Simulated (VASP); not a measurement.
# HfN (Fm-3m) in VASP: further runs, part 2 of 2

VASP 6.6.1. Earlier steps stand in the parts before.

## Step 4: Single point, PBEsol (11.64 Å³/atom)

This run uses another cell than the first one, of 11.64 Å³/atom.

INCAR reads:

```
SYSTEM = HfN
ALGO = Normal ; EDIFF = 1E-6
ENCUT = 520 ; GGA = PS
ISIF = 2 ; ISMEAR = -1
LASPH = .True. ; LCHARG = .False.
LREAL = .False. ; LWAVE = .False.
NBANDS = 14 ; NELM = 80
PREC = Accurate ; SIGMA = 0.15
```

KPOINTS reads:

```
k-points
0
Gamma
  16 16 16
  0 0 0
```

POSCAR reads:

```
HfN
1.0
    0.0000000000      2.2660707588      2.2660707588
    2.2660707588      0.0000000000      2.2660707588
    2.2660707588      2.2660707588      0.0000000000
Hf N
1 1
Direct
    0.0000000000      0.0000000000      0.0000000000
    0.5000000000      0.5000000000      0.5000000000
```

Potentials or basis: VASP PAW PBE potentials, release 64 (Hf_pv, N).

Command:

```
$ cat potpaw_PBE.64/Hf_pv/POTCAR potpaw_PBE.64/N/POTCAR > POTCAR
$ mpirun -np 1 vasp_std > vasp.out
```

OUTCAR:

```text
SYSTEM = HfN
   EDIFF = 1E-6
   ENCUT = 520
   GGA = PS
   ISIF = 2
   ISMEAR = -1
   LASPH = .True.
   LREAL = .False.
   NELM = 80
   PREC = Accurate

 ion  position               nearest neighbor table
   1  0.000  0.000  0.000-   2 2.27   2 2.27   2 2.27   2 2.27   2 2.27   2 2.27
   2  0.500  0.500  0.500-   1 2.27   1 2.27   1 2.27   1 2.27   1 2.27   1 2.27

  LATTYP: Found a face centered cubic cell.
 ALAT       =     4.5321415176

  Lattice vectors:

 A1 = (   0.0000000000,   2.2660707588,   2.2660707588)
 A2 = (   2.2660707588,   0.0000000000,   2.2660707588)
 A3 = (   2.2660707588,   2.2660707588,   0.0000000000)

Analysis of symmetry for initial positions (statically):
=====================================================================
 Subroutine PRICEL returns:
 Original cell was already a primitive cell.

 Routine SETGRP: Setting up the symmetry group for a
 face centered cubic supercell.

 Subroutine GETGRP returns: Found 48 space group operations
 (whereof 48 operations were pure point group operations)
 out of a pool of 48 trial point group operations.

The static configuration has the point symmetry O_h .

Analysis of symmetry for dynamics (positions and initial velocities):
=====================================================================
 Subroutine PRICEL returns:
 Original cell was already a primitive cell.

 Routine SETGRP: Setting up the symmetry group for a
 face centered cubic supercell.

 Subroutine GETGRP returns: Found 48 space group operations
 (whereof 48 operations were pure point group operations)
 out of a pool of 48 trial point group operations.

The dynamic configuration has the point symmetry O_h .

 Subroutine INISYM returns: Found 48 space group operations
 (whereof 48 operations are pure point group operations),
 and found     1 'primitive' translations

----------------------------------------------------------------------------------------

                                     Primitive cell

  volume of cell :      23.2729

  direct lattice vectors                    reciprocal lattice vectors
     0.000000000  2.266070759  2.266070759    -0.220646243  0.220646243  0.220646243
     2.266070759  0.000000000  2.266070759     0.220646243 -0.220646243  0.220646243
     2.266070759  2.266070759  0.000000000     0.220646243  0.220646243 -0.220646243

  length of vectors
     3.204708000  3.204708000  3.204708000     0.382170504  0.382170504  0.382170504

  position of ions in fractional coordinates (direct lattice)
     0.000000000  0.000000000  0.000000000
     0.500000000  0.500000000  0.500000000

  ion indices of the primitive-cell ions
   primitive index   ion index
                 1           1
                 2           2

----------------------------------------------------------------------------------------

 KPOINTS: k-points

Automatic generation of k-mesh.
 Grid dimensions read from file:
 generate k-points for:   16   16   16

 Generating k-lattice:

  Cartesian coordinates                     Fractional coordinates (reciprocal lattice)
[... 39 lines left out ...]
 -0.125000  0.062500  0.000000     24.000000
 -0.062500  0.062500  0.000000     12.000000
 [... further k-points ...]
   k-points           NKPTS =    145   k-points in BZ     NKDIM =    145   number of bands    NBANDS=     14
   number of dos      NEDOS =    301   number of ions     NIONS =      2
   total plane-waves  NPLWV =  13824
   dimension x,y,z NGX =    24 NGY =   24 NGZ =   24
   dimension x,y,z NGXF=    48 NGYF=   48 NGZF=   48
   ions per type =               1   1
   NGX,Y,Z   is equivalent  to a cutoff of  12.45, 12.45, 12.45 a.u.
   NGXF,Y,Z  is equivalent  to a cutoff of  24.90, 24.90, 24.90 a.u.
 SYSTEM =  HfN
   PREC   = accura    normal or accurate (medium, high low for compatibility)
   ISTART =      0    job   : 0-new  1-cont  2-samecut
   ICHARG =      2    charge: 1-file 2-atom 10-const
   ISPIN  =      1    spin polarized calculation?
   LNONCOLLINEAR =      F non collinear calculations
   LSORBIT =      F    spin-orbit coupling
   LASPH  =      T    aspherical Exc in radial PAW
   ENCUT  =  520.0 eV  38.22 Ry    6.18 a.u.   5.96  5.96  5.96*2*pi/ulx,y,z
   NELM   =     80;   NELMIN=  2; NELMDL= -5     # of ELM steps
   EDIFF  = 0.1E-05   stopping-criterion for ELM
   LREAL  =      F    real-space projection
   EDIFFG = 0.1E-04   stopping-criterion for IOM
   NSW    =      0    number of steps for IOM
   IBRION =     -1    ionic relax: 0-MD 1-quasi-New 2-CG
   NFREE  =      0    steps in history (QN), initial steepest desc. (CG)
   ISIF   =      2    stress and relaxation
   ISYM   =      2    0-nonsym 1-usesym 2-fastsym
   POTIM  = 0.5000    time-step for ionic-motion
   TEBEG  =    0.0;   TEEND  =   0.0 temperature during run
   PSTRESS=    0.0 pullay stress
   NELECT =      15.0000    total number of electrons
   NUPDOWN=      -1.0000    fix difference up-down
   EMIN   =  10.00;   EMAX   =-10.00  energy-range for DOS
   EFERMI =   0.00;   METHOD = LEGACY
   ISMEAR =    -1;   SIGMA  =   0.15  broadening in eV -4-tet -1-fermi 0-gaus
   EFERMI_NEDOS =   21; number of points for ismear=-14 and -15
   IALGO  =     38    algorithm
   IMIX   =      4    mixing-type and parameters
     AMIX     =   0.40;   BMIX     =  1.00
     AMIX_MAG =   1.60;   BMIX_MAG =  1.00
  volume/ion in A,a.u.               =      11.64        78.53
  Fermi-wavevector in a.u.,A,eV,Ry     =   1.414127  2.672313 27.208326  1.999756
  Thomas-Fermi vector in A             =   2.535701
   LORBIT       =      0    0 simple, 1 ext, 2 COOP (PROOUT), +10 PAW based schemes
   GGA     = PS    functional components
   LHFCALC =     F    Hartree Fock is set to
   AEXX    =    0.0000 exact exchange contribution
   IVDW    =     0    specifies the selected vdW correction
   LEPSILON=     F    determine dielectric tensor
   LRPA    =     F    only Hartree local field effects (RPA)
 non-spin polarized calculation
  energy-cutoff  :      520.00
  volume of cell :       23.27
 maximum number of plane-waves:       639
   NGX = 11   NGY = 11   NGZ = 11

 number of electron      15.0000000 magnetization

 Free energy of the ion-electron system (eV)
  ---------------------------------------------------
  ext. energy  EPLUGINS =         0.00000000
  ---------------------------------------------------
  free energy    TOTEN  =       -23.00082608 eV

  energy without entropy =      -22.95699209  energy(sigma->0) =      -22.97890909

 E-fermi :   8.1102     XC(G=0): -12.8447

 val. band max:        8.1087449132   @ k =   0.3750   0.1250   0.0000
 cond. band min:       8.1171721212   @ k =   0.0625   0.0625   0.0000
 fundamental gap:      0.0084272080
 Fermi energy:         8.1102429306

 k-point     1 :       0.0000    0.0000    0.0000
  band No.  band energies     occupation
      1     -22.9802      2.00000
      2     -22.9802      2.00000
      3     -22.9802      2.00000
      4      -9.2675      2.00000
      5       5.1419      2.00000
      6       5.1419      2.00000
      7       5.1419      2.00000
      8       7.7504      1.83346
      9       7.7504      1.83346
     10       7.7504      1.83346
     11       9.8370      0.00002
     12      10.0374      0.00001
     13      10.0374      0.00001
     14      17.6311      0.00000
[... 377 lines left out ...]
      1     -23.0740      2.00000
      2     -23.0038      2.00000
      3     -22.9822      2.00000
      4      -9.0334      2.00000
      5       4.1169      2.00000
      6       4.4773      2.00000
      7       4.7870      2.00000
      8       7.9206      1.55955
      9       7.9236      1.55265
     10       8.3610      0.31648
     11      10.1110      0.00000
     12      10.9027      0.00000
     13      11.0710      0.00000
     14      18.4209      0.00000

 [... further k-points ...]

------------------------ aborting loop because EDIFF is reached ----------------------------------------

  FORCE on cell =-STRESS in cart. coord.  units (eV):
  Direction    XX          YY          ZZ          XY          YZ          ZX
  --------------------------------------------------------------------------------------
  -------------------------------------------------------------------------------------
  Total       -1.0918690     -1.0918690     -1.0918690      0.0000000      0.0000000      0.0000000
  in kB      -75.1676059    -75.1676059    -75.1676059      0.0000000      0.0000000      0.0000000
  external PRESSURE =     -75.1676059 kB  Pullay stress =       0.0000000 kB

 VOLUME and BASIS-vectors are now :
 -----------------------------------------------------------------------------
  energy-cutoff  :      520.00
  volume of cell :       23.27
      direct lattice vectors                 reciprocal lattice vectors
     0.000000000  2.266070759  2.266070759    -0.220646243  0.220646243  0.220646243
     2.266070759  0.000000000  2.266070759     0.220646243 -0.220646243  0.220646243
     2.266070759  2.266070759  0.000000000     0.220646243  0.220646243 -0.220646243

 POSITION                                       TOTAL-FORCE (eV/Angst)
 -----------------------------------------------------------------------------------
      0.00000      0.00000      0.00000         0.000000     -0.000000      0.000000
      2.26607      2.26607      2.26607        -0.000000      0.000000     -0.000000
 -----------------------------------------------------------------------------------
    total drift:                                0.000000     -0.000000     -0.000000

  FREE ENERGIE OF THE ION-ELECTRON SYSTEM (eV)
  ---------------------------------------------------
  free  energy   TOTEN  =       -23.0008260797 eV

  energy  without entropy=      -22.9569920909  energy(sigma->0) =      -22.97890909
```

OSZICAR:

```text
N       E                     dE             d eps       ncg     rms          rms(c)
DAV:   1     0.367456356058E+02    0.36746E+02   -0.77123E+03  4060   0.101E+03
DAV:   2    -0.237909752554E+02   -0.60537E+02   -0.56886E+02  5340   0.236E+02
DAV:   3    -0.257243082611E+02   -0.19333E+01   -0.19255E+01  4748   0.344E+01
DAV:   4    -0.257314185822E+02   -0.71103E-02   -0.71095E-02  4738   0.245E+00
DAV:   5    -0.257314628703E+02   -0.44288E-04   -0.44288E-04  4736   0.166E-01    0.493E+01
DAV:   6    -0.231280397301E+02    0.26034E+01   -0.72987E+00  4516   0.208E+01    0.414E+01
DAV:   7    -0.230336642693E+02    0.94375E-01   -0.44615E-01  5134   0.582E+00    0.256E+01
DAV:   8    -0.230065814445E+02    0.27083E-01   -0.11517E-01  4714   0.283E+00    0.525E+00
DAV:   9    -0.230009902255E+02    0.55912E-02   -0.15632E-02  4642   0.987E-01    0.199E+00
DAV:  10    -0.230008663886E+02    0.12384E-03   -0.11490E-03  5422   0.315E-01    0.490E-01
DAV:  11    -0.230008275359E+02    0.38853E-04   -0.84310E-05  5146   0.905E-02    0.888E-02
DAV:  12    -0.230008263055E+02    0.12303E-05   -0.80049E-06  5016   0.239E-02    0.246E-02
DAV:  13    -0.230008260797E+02    0.22583E-06   -0.15615E-07  2900   0.393E-03
   1 F= -.23000826E+02 E0= -.22978909E+02  d E =-.438340E-01
```

stdout:

```text
POSCAR found type information on POSCAR HfN
 POSCAR found :  2 types and       2 ions
 scaLAPACK will be used
 -----------------------------------------------------------------------------
|                                                                             |
|                                                                             |
|     You enforced a specific xc type in the INCAR file but a different       |
|     I HOPE YOU KNOW WHAT YOU ARE DOING!                                     |
|                                                                             |
 -----------------------------------------------------------------------------

 LDA part: xc-table for (Slater+PW92), standard interpolation
 POSCAR, INCAR and KPOINTS ok, starting setup
 FFT: planning ... GRIDC
 FFT: planning ... GRID_SOFT
 FFT: planning ... GRID
 WAVECAR not read
 entering main loop
```

It took 17 s on 1 thread of Intel Xeon Platinum 8488C (Sapphire Rapids), shared host; peak memory 0.17 GiB.

What came out:

```yaml
Free_energy: -23.0008 eV
Pressure: -7.5 GPa
Band_gap_on_the_k_mesh: zero (an odd number of electrons rules out a gap without spin polarisation)
```

Caveat: the cell stands under tension; the PAW data sets were made with another functional, which shifts forces and pressure a little; spin-orbit coupling is left out, which moves the levels of the heavy elements.

## Step 5: Overview

```tsv
cell	gap on the mesh (eV)	pressure (GPa)
a = 3.159 Å, angles 60.0°, 2 atoms	none	4.8
a = 3.162 Å, angles 60.0°, 2 atoms	none	3.8
a = 3.205 Å, angles 60.0°, 2 atoms	none	-7.5
```

Alike in all rows: task single point; level PBEsol; potentials or basis VASP PAW PBE potentials, release 64 (Hf_pv, N); no spin polarisation; k mesh 16 × 16 × 16; cutoff (eV) 520; smearing fermi-dirac 0.15 eV.

Caveats: the PAW data sets were made with another functional, which shifts forces and pressure a little; spin-orbit coupling is left out, which moves the levels of the heavy elements; the cell stands under pressure (at least some runs); the cell stands under tension (at least some runs).

Total energies depend on the potentials used, so only differences within one code and one set of settings carry meaning.
